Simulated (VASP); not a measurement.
Here is a VASP 6.6.1 calculation.

The input INCAR:

```
SYSTEM = Lu3Si
  ALGO = Fast
  EDIFF = 1E-7
  ENCUT = 520
  GGA = PE
  ISIF = 2
  ISMEAR = 0
  LASPH = .TRUE.
  LCHARG = .FALSE.
  LREAL = .FALSE.
  LWAVE = .FALSE.
  NBANDS = 48
  NELM = 80
  PREC = Accurate
  SIGMA = 0.1
```

File KPOINTS:

```
k-points
0
G
  10 10 10
  0 0 0
```

The input POSCAR:

```
Lu3Si
1.0
    4.5414190000      0.0000000000      0.0000000000
    0.0000000000      4.5414190000      0.0000000000
    0.0000000000      0.0000000000      4.5414190000
Lu Si
3 1
Direct
    0.5000000000      0.5000000000      0.0000000000
    0.5000000000      0.0000000000      0.5000000000
    0.0000000000      0.5000000000      0.5000000000
    0.0000000000      0.0000000000      0.0000000000
```

Potentials or basis: VASP PAW PBE potentials, release 64 (Lu, Si).

The run is started by

```bash
$ cat potpaw_PBE.64/Lu/POTCAR potpaw_PBE.64/Si/POTCAR > POTCAR
$ mpirun -np 1 vasp_std > vasp.out
```

(1) What does it give for the band gap on the k mesh?

(2) Predict the pressure.

## Answers

(1) zero (an odd number of electrons rules out a gap without spin polarisation).

(2) -1.0 GPa.

Caveat: spin-orbit coupling is left out, which moves the levels of the heavy elements.
